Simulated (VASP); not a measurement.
# Ni (Fd-3m) in VASP: notebook, part 2 of 2

VASP 6.6.1. The steps go on from the part before.

## Step 4: Single point, BLYP, collinear spin, ferromagnetic start (16.07 Å³/atom)

This run uses another cell than the first one, of 16.07 Å³/atom.

Input file INCAR:

```
PREC = Accurate
ENCUT = 520
EDIFF = 1E-7
ISMEAR = -1
SIGMA = 0.05
LREAL = False
LASPH = True
NELM = 150
ALGO = Normal
ISIF = 2
LWAVE = False
LCHARG = False
ISPIN = 2
MAGMOM = 0.824 0.824
LORBIT = 11
LMAXMIX = 4
GGA = B5
ALDAX = 1.0
AGGAX = 1.0
AGGAC = 1.0
ALDAC = 0.0
NBANDS = 21
```

Input file KPOINTS:

```
Automatic mesh
0
Gamma
  12 12 12
```

Input file POSCAR:

```
Ni
1.0
    0.0000000000      2.5237690854      2.5237690854
    2.5237690854      0.0000000000      2.5237690854
    2.5237690854      2.5237690854      0.0000000000
Ni
2
Direct
    0.1250000000      0.1250000000      0.1250000000
    0.8750000000      0.8750000000      0.8750000000
```

Potentials or basis: VASP PAW PBE potentials, release 64 (Ni).

Run with:

```
$ cat potpaw_PBE.64/Ni/POTCAR > POTCAR
$ mpirun -np 1 vasp_std > vasp.out
```

OUTCAR:

```text
PREC = Accurate
   ENCUT = 520
   EDIFF = 1E-7
   ISMEAR = -1
   LREAL = False
   LASPH = True
   NELM = 150
   ISIF = 2
   ISPIN = 2
   LORBIT = 11
   GGA = B5

 ion  position               nearest neighbor table
   1  0.125  0.125  0.125-   2 2.19   2 2.19   2 2.19   2 2.19
   2  0.875  0.875  0.875-   1 2.19   1 2.19   1 2.19   1 2.19

  LATTYP: Found a face centered cubic cell.
 ALAT       =     5.0475381708

  Lattice vectors:

 A1 = (   0.0000000000,   2.5237690854,   2.5237690854)
[... 1367 lines left out ...]
  in kB       78.1546851     78.1546851     78.1546851     -0.0000000     -0.0000000      0.0000000
  external PRESSURE =      78.1546851 kB  Pullay stress =       0.0000000 kB

 VOLUME and BASIS-vectors are now :
 -----------------------------------------------------------------------------
  energy-cutoff  :      520.00
  volume of cell :       32.15
      direct lattice vectors                 reciprocal lattice vectors
     0.000000000  2.523769085  2.523769085    -0.198116382  0.198116382  0.198116382
     2.523769085  0.000000000  2.523769085     0.198116382 -0.198116382  0.198116382
     2.523769085  2.523769085  0.000000000     0.198116382  0.198116382 -0.198116382

 POSITION                                       TOTAL-FORCE (eV/Angst)
 -----------------------------------------------------------------------------------
      0.63094      0.63094      0.63094         0.000000     -0.000000      0.000000
      4.41660      4.41660      4.41660        -0.000000      0.000000     -0.000000
 -----------------------------------------------------------------------------------
    total drift:                                0.000000      0.000000     -0.000000

  FREE ENERGIE OF THE ION-ELECTRON SYSTEM (eV)
  ---------------------------------------------------
  free  energy   TOTEN  =        -7.4524270016 eV

  energy  without entropy=       -7.4230657251  energy(sigma->0) =       -7.43774636

 total charge

# of ion       s       p       d       tot
------------------------------------------
    1        0.557   0.356   8.381   9.294
    2        0.557   0.356   8.381   9.294
--------------------------------------------------
tot          1.115   0.711  16.762  18.588

 magnetization (x)

# of ion       s       p       d       tot
------------------------------------------
    1       -0.014  -0.016   0.788   0.758
    2       -0.014  -0.016   0.788   0.758
--------------------------------------------------
tot         -0.028  -0.031   1.576   1.517
```

OSZICAR:

```text
N       E                     dE             d eps       ncg     rms          rms(c)
DAV:   1     0.105246667845E+03    0.10525E+03   -0.88861E+03  6152   0.121E+03
DAV:   2    -0.255409114010E+01   -0.10780E+03   -0.99079E+02  6103   0.224E+02
DAV:   3    -0.862605972342E+01   -0.60720E+01   -0.58716E+01  7029   0.636E+01
DAV:   4    -0.870573284051E+01   -0.79673E-01   -0.79622E-01  6937   0.708E+00
DAV:   5    -0.870777881967E+01   -0.20460E-02   -0.20459E-02  7072   0.107E+00    0.115E+01
DAV:   6    -0.845473055378E+01    0.25305E+00   -0.98231E+00  7006   0.524E+01    0.104E+01
DAV:   7    -0.746869722893E+01    0.98603E+00   -0.32666E+00  7070   0.258E+01    0.231E+00
DAV:   8    -0.745861525543E+01    0.10082E-01   -0.23017E-02  6921   0.117E+00    0.132E+00
DAV:   9    -0.745306556070E+01    0.55497E-02   -0.26596E-03  8846   0.664E-01    0.365E-01
DAV:  10    -0.745238847266E+01    0.67709E-03   -0.97593E-04  8346   0.423E-01    0.611E-02
DAV:  11    -0.745242856069E+01   -0.40088E-04   -0.87003E-05  6438   0.775E-02    0.492E-02
DAV:  12    -0.745242981847E+01   -0.12578E-05   -0.50115E-06  6659   0.182E-02    0.274E-02
DAV:  13    -0.745242728781E+01    0.25307E-05   -0.40947E-06  7345   0.212E-02    0.425E-03
DAV:  14    -0.745242695131E+01    0.33651E-06   -0.44309E-07  6396   0.460E-03    0.237E-03
DAV:  15    -0.745242700161E+01   -0.50307E-07   -0.22524E-08  4799   0.111E-03
   1 F= -.74524270E+01 E0= -.74377464E+01  d E =-.293613E-01  mag=     1.5157
```

Wall time 3.4 min (1 thread of Intel Xeon 8259CL, shared host); peak memory 0.22 GiB.

What came out:

```yaml
Free_energy: -7.4524 eV
Pressure: 7.8 GPa
Net_moment: 1.52 μB per cell
Site_moments: Ni +0.76 μB
Valence_electrons_inside_the_program's_atomic_spheres: Ni 9.29
```

Levels at points of the mesh, in eV from the Fermi level:
Spin up:
```tsv
k point	band 8	band 9	band 10	band 11	band 12	band 13	band 14	band 15
(0.00, 0.00, 0.00)	-1.73	-1.73	-0.74	-0.74	11.93	11.93	11.93	12.45
(0.50, 0.00, 0.00)	-1.38	-1.37	-0.89	-0.89	0.39	8.64	8.64	12.75
(0.50, 0.50, 0.00)	-1.95	-0.77	-0.77	1.02	1.02	4.54	4.54	9.63
```
Spin down:
```csv
k point,band 5,band 6,band 7,band 8,band 9,band 10,band 11,band 12,band 13,band 14
"(0.00, 0.00, 0.00)",-2.48,-2.48,-0.94,-0.94,-0.94,0.11,0.11,12.11,12.11,12.11
"(0.50, 0.00, 0.00)",-2.44,-2.44,-1.34,-0.60,-0.60,-0.03,-0.03,1.07,8.76,8.76
"(0.50, 0.50, 0.00)",-2.03,-2.03,-1.18,-1.18,0.12,0.12,1.50,1.50,4.57,4.57
```

Caveat: the cell stands under pressure; the PAW data sets were made with another functional, which shifts forces and pressure a little.

## Step 5: The runs side by side

```tsv
cell	k mesh	gap on the mesh (eV)	pressure (GPa)	moment (μB)
a = 3.670 Å, angles 60.0°, 2 atoms	17 × 17 × 17	none	0.1	1.55
a = 3.517 Å, angles 60.0°, 2 atoms	12 × 12 × 12	none	13.6	1.50
a = 3.569 Å, angles 60.0°, 2 atoms	12 × 12 × 12	none	7.8	1.52
```

Alike in all rows: task single point; level BLYP; potentials or basis VASP PAW PBE potentials, release 64 (Ni); spin collinear, ferromagnetic start; cutoff (eV) 520; smearing fermi-dirac 0.05 eV.

Caveats: the PAW data sets were made with another functional, which shifts forces and pressure a little; the cell stands under pressure (at least some runs).

Absolute energies hang on the potentials; compare differences alone.
